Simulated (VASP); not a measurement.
# Zr3N2 (R-3c) in VASP: single point with PBEsol

Aim: the single point of Zr3N2 with PBEsol.

Everything below comes from runs of VASP 6.6.1. Logs are shortened: lines on timing, memory, paths and dates and some standing lists are left out, and cuts for length are marked.

## Step 1: The cell of the first run

The structure is trigonal, space group R-3c (No. 167). Conventional cell: a = 5.879 Å, b = 5.879 Å, c = 15.581 Å, α = 90.00°, β = 90.00°, γ = 120.00°. Within 3.1 Å of Zr (site symmetry 2) lie 4 N at 2.33 to 2.36 Å. Within 3.1 Å of N (site symmetry 3) lie 6 Zr at 2.33 to 2.36 Å and 1 N at 2.76 Å.

## Step 2: Single point, PBEsol (strain +0.050 along x and y, +0.000 along z)

The input, INCAR:

```
SYSTEM = Zr3N2
PREC = Accurate ; ENCUT = 520
EDIFF = 1E-6 ; ISMEAR = 0
SIGMA = 0.15 ; LREAL = .False.
LASPH = .True. ; NELM = 60
ALGO = Normal ; ISIF = 2
LWAVE = .False. ; LCHARG = .False.
GGA = PS ; NBANDS = 57
KPAR = 4
```

The input, KPOINTS:

```
regular mesh
0
Gamma
  12 12 12
  0 0 0
```

The input, POSCAR:

```
Zr3N2
1.0
    2.9394426984      1.6970880332      5.1936707943
   -2.9394426984      1.6970880332      5.1936707943
    0.0000000000     -3.3941760664      5.1936707943
Zr N
6 4
Direct
    0.4249855957      0.0750144043      0.7500000000
    0.0750144043      0.7500000000      0.4249855957
    0.7500000000      0.4249855957      0.0750144043
    0.2500000000      0.5750144043      0.9249855957
    0.9249855957      0.2500000000      0.5750144043
    0.5750144043      0.9249855957      0.2500000000
    0.3386685654      0.3386685654      0.3386685654
    0.1613314346      0.1613314346      0.1613314346
    0.8386685654      0.8386685654      0.8386685654
    0.6613314346      0.6613314346      0.6613314346
```

Potentials or basis: VASP PAW PBE potentials, release 64 (Zr_sv, N).

The run is started by

```sh
$ cat potpaw_PBE.64/Zr_sv/POTCAR potpaw_PBE.64/N/POTCAR > POTCAR
$ mpirun -np 4 vasp_std > vasp.out
```

OUTCAR:

```text
SYSTEM = Zr3N2
   PREC = Accurate
   ENCUT = 520
   EDIFF = 1E-6
   ISMEAR = 0
   LREAL = .False.
   LASPH = .True.
   NELM = 60
   ISIF = 2
   GGA = PS

 ion  position               nearest neighbor table
   1  0.425  0.075  0.750-   7 2.33   8 2.33   9 2.36  10 2.36   6 3.23   6 3.23   4 3.27   5 3.27
                             4 3.27   5 3.27   2 3.31   3 3.31   3 3.44   2 3.44   3 3.44   2 3.44
   2  0.075  0.750  0.425-   7 2.33   8 2.33  10 2.36   9 2.36   5 3.23   5 3.23   6 3.27   4 3.27
                             4 3.27   6 3.27   1 3.31   3 3.31   1 3.44   3 3.44   3 3.44   1 3.44
   3  0.750  0.425  0.075-   8 2.33   7 2.33   9 2.36  10 2.36   4 3.23   4 3.23   6 3.27   5 3.27
                             5 3.27   6 3.27   1 3.31   2 3.31   1 3.44   2 3.44   2 3.44   1 3.44
   4  0.250  0.575  0.925-   9 2.33  10 2.33   8 2.36   7 2.36   3 3.23   3 3.23   1 3.27   2 3.27
                             2 3.27   1 3.27   6 3.31   5 3.31   6 3.44   5 3.44   5 3.44   6 3.44
   5  0.925  0.250  0.575-  10 2.33   9 2.33   7 2.36   8 2.36   2 3.23   2 3.23   1 3.27   3 3.27
                             3 3.27   1 3.27   6 3.31   4 3.31   6 3.44   4 3.44   4 3.44   6 3.44
   6  0.575  0.925  0.250-   9 2.33  10 2.33   7 2.36   8 2.36   1 3.23   1 3.23   2 3.27   3 3.27
                             3 3.27   2 3.27   4 3.31   5 3.31   4 3.44   5 3.44   4 3.44   5 3.44
   7  0.339  0.339  0.339-   2 2.33   1 2.33   3 2.33   6 2.36   5 2.36   4 2.36
   8  0.161  0.161  0.161-   3 2.33   1 2.33   2 2.33   6 2.36   4 2.36   5 2.36
   9  0.839  0.839  0.839-   4 2.33   6 2.33   5 2.33   1 2.36   3 2.36   2 2.36
  10  0.661  0.661  0.661-   5 2.33   6 2.33   4 2.33   1 2.36   2 2.36   3 2.36

  LATTYP: Found a trigonal (rhomboedric) cell.
 ALAT       =     6.2044054904
 COS(alpha) =     0.5510896220

  Lattice vectors:

 A1 = (   2.9394426984,   1.6970880332,   5.1936707943)
 A2 = (  -2.9394426984,   1.6970880332,   5.1936707943)
 A3 = (   0.0000000000,  -3.3941760664,   5.1936707943)

Analysis of symmetry for initial positions (statically):
=====================================================================
 Subroutine PRICEL returns:
 Original cell was already a primitive cell.

 Routine SETGRP: Setting up the symmetry group for a
 trigonal (rhombohedral) supercell.

 Subroutine GETGRP returns: Found 12 space group operations
 (whereof  6 operations were pure point group operations)
 out of a pool of 12 trial point group operations.

The static configuration has the point symmetry S_6 .
 The point group associated with its full space group is D_3d.

Analysis of symmetry for dynamics (positions and initial velocities):
=====================================================================
 Subroutine PRICEL returns:
 Original cell was already a primitive cell.

[... 140 lines left out ...]
   EFERMI_NEDOS =   21; number of points for ismear=-14 and -15
   IALGO  =     38    algorithm
   IMIX   =      4    mixing-type and parameters
     AMIX     =   0.40;   BMIX     =  1.00
     AMIX_MAG =   1.60;   BMIX_MAG =  1.00
  volume/ion in A,a.u.               =      15.55       104.90
  Fermi-wavevector in a.u.,A,eV,Ry     =   1.374482  2.597395 25.704141  1.889201
  Thomas-Fermi vector in A             =   2.499905
   LORBIT       =      0    0 simple, 1 ext, 2 COOP (PROOUT), +10 PAW based schemes
   GGA     = PS    functional components
   LHFCALC =     F    Hartree Fock is set to
   AEXX    =    0.0000 exact exchange contribution
   IVDW    =     0    specifies the selected vdW correction
   LEPSILON=     F    determine dielectric tensor
   LRPA    =     F    only Hartree local field effects (RPA)
 non-spin polarized calculation
 Gauss-broadening in eV      SIGMA  =   0.15
  energy-cutoff  :      520.00
  volume of cell :      155.45
 maximum number of plane-waves:      4210
 NGX is ok and might be reduce to    48
   NGX = 23   NGY = 23   NGZ = 23

 number of electron      91.9999998 magnetization

 Free energy of the ion-electron system (eV)
  ---------------------------------------------------
  ext. energy  EPLUGINS =         0.00000000
  ---------------------------------------------------
  free energy    TOTEN  =      -103.78852203 eV

  energy without entropy =     -103.74175640  energy(sigma->0) =     -103.76513922

 E-fermi :   9.1976     XC(G=0): -11.7826

 val. band max:        9.1965919640   @ k =  -0.4167   0.4167   0.1667
 cond. band min:       9.2002959555   @ k =  -0.4167   0.1667   0.0833
 fundamental gap:      0.0037039915
 Fermi energy:         9.1976393616

 k-point     1 :       0.0000    0.0000    0.0000
  band No.  band energies     occupation
      1     -39.5516      2.00000
      2     -39.4341      2.00000
      3     -39.4341      2.00000
      4     -39.4253      2.00000
      5     -39.4253      2.00000
      6     -39.4253      2.00000
[... 1429 lines left out ...]
     56      12.6430      0.00000
     57      12.7382      0.00000

 [... further k-points ...]

------------------------ aborting loop because EDIFF is reached ----------------------------------------

  FORCE on cell =-STRESS in cart. coord.  units (eV):
  Direction    XX          YY          ZZ          XY          YZ          ZX
  --------------------------------------------------------------------------------------
  -------------------------------------------------------------------------------------
  Total      -20.0151154    -20.0151154     -8.8997571      0.0000000      0.0000000      0.0000000
  in kB     -206.2878466   -206.2878466    -91.7262629      0.0000000      0.0000000      0.0000000
  external PRESSURE =    -168.1006520 kB  Pullay stress =       0.0000000 kB

 VOLUME and BASIS-vectors are now :
 -----------------------------------------------------------------------------
  energy-cutoff  :      520.00
  volume of cell :      155.45
      direct lattice vectors                 reciprocal lattice vectors
     2.939442698  1.697088033  5.193670794     0.170100271  0.098207437  0.064180682
    -2.939442698  1.697088033  5.193670794    -0.170100271  0.098207437  0.064180682
     0.000000000 -3.394176066  5.193670794     0.000000000 -0.196414875  0.064180682

 POSITION                                       TOTAL-FORCE (eV/Angst)
 -----------------------------------------------------------------------------------
      1.02872     -1.69709      6.49209         0.248119      0.000000     -0.000000
     -1.98408     -0.04235      6.49209        -0.124059     -0.214877      0.000000
      0.95536      1.73944      6.49209        -0.124059      0.214877      0.000000
     -0.95536     -1.73944      9.08892         0.124059     -0.214877      0.000000
      1.98408      0.04235      9.08892         0.124059      0.214877      0.000000
     -1.02872      1.69709      9.08892        -0.248119     -0.000000     -0.000000
      0.00000      0.00000      5.27680        -0.000000     -0.000000      0.210769
      0.00000      0.00000      2.51371        -0.000000      0.000000     -0.210769
      0.00000      0.00000     13.06731        -0.000000     -0.000000      0.210769
      0.00000      0.00000     10.30421        -0.000000      0.000000     -0.210769
 -----------------------------------------------------------------------------------
    total drift:                               -0.000000     -0.000000      0.000000

  FREE ENERGIE OF THE ION-ELECTRON SYSTEM (eV)
  ---------------------------------------------------
  free  energy   TOTEN  =      -103.7885220278 eV

  energy  without entropy=     -103.7417564026  energy(sigma->0) =     -103.76513922
```

OSZICAR:

```text
N       E                     dE             d eps       ncg     rms          rms(c)
DAV:   1     0.946482222763E+03    0.94648E+03   -0.49400E+04 21602   0.163E+03
DAV:   2    -0.230554620791E+02   -0.96954E+03   -0.94087E+03 24775   0.480E+02
DAV:   3    -0.111088062132E+03   -0.88033E+02   -0.86906E+02 32082   0.120E+02
DAV:   4    -0.117628247452E+03   -0.65402E+01   -0.65159E+01 32515   0.281E+01
DAV:   5    -0.118020771502E+03   -0.39252E+00   -0.39236E+00 29892   0.565E+00    0.400E+01
DAV:   6    -0.104563867700E+03    0.13457E+02   -0.93614E+01 27342   0.317E+01    0.181E+01
DAV:   7    -0.103907638274E+03    0.65623E+00   -0.11347E+01 27915   0.991E+00    0.984E+00
DAV:   8    -0.103804184068E+03    0.10345E+00   -0.10275E+00 26416   0.402E+00    0.157E+00
DAV:   9    -0.103792986224E+03    0.11198E-01   -0.31591E-01 28492   0.154E+00    0.897E-01
DAV:  10    -0.103788361990E+03    0.46242E-02   -0.73948E-02 26632   0.102E+00    0.191E-01
DAV:  11    -0.103788564615E+03   -0.20262E-03   -0.37422E-03 26932   0.272E-01    0.519E-02
DAV:  12    -0.103788525793E+03    0.38822E-04   -0.31212E-04 29169   0.756E-02    0.259E-02
DAV:  13    -0.103788521476E+03    0.43164E-05   -0.60962E-05 27788   0.260E-02    0.291E-03
DAV:  14    -0.103788522028E+03   -0.55139E-06   -0.30908E-06 20656   0.689E-03
   1 F= -.10378852E+03 E0= -.10376514E+03  d E =-.467656E-01
```

It took 7.5 min on 4 MPI ranks of Intel Xeon Platinum 8175M at 2.50GHz (Skylake/Cascade Lake), shared host; peak memory 1.2 GiB.

Results:

* Free energy: -103.7885 eV
* Pressure: -16.8 GPa
* Largest force: 0.248 eV/Å
* Band gap on the k mesh: zero (bands 46 and 47 overlap by 0.64 eV)

Forces in eV/Å, atoms in the order of the input:
```
Zr   0.248  0.000  0.000
Zr  -0.124 -0.215  0.000
Zr  -0.124  0.215  0.000
Zr   0.124 -0.215  0.000
Zr   0.124  0.215  0.000
Zr  -0.248  0.000  0.000
N    0.000  0.000  0.211
N    0.000  0.000 -0.211
N    0.000  0.000  0.211
N    0.000  0.000 -0.211
```

Caveat: the cell differs from its parent crystal (strain +0.050 along x and y, +0.000 along z); the stress differs along the axes, from -21 to -9 GPa; the PAW data sets were made with another functional, which shifts forces and pressure a little.
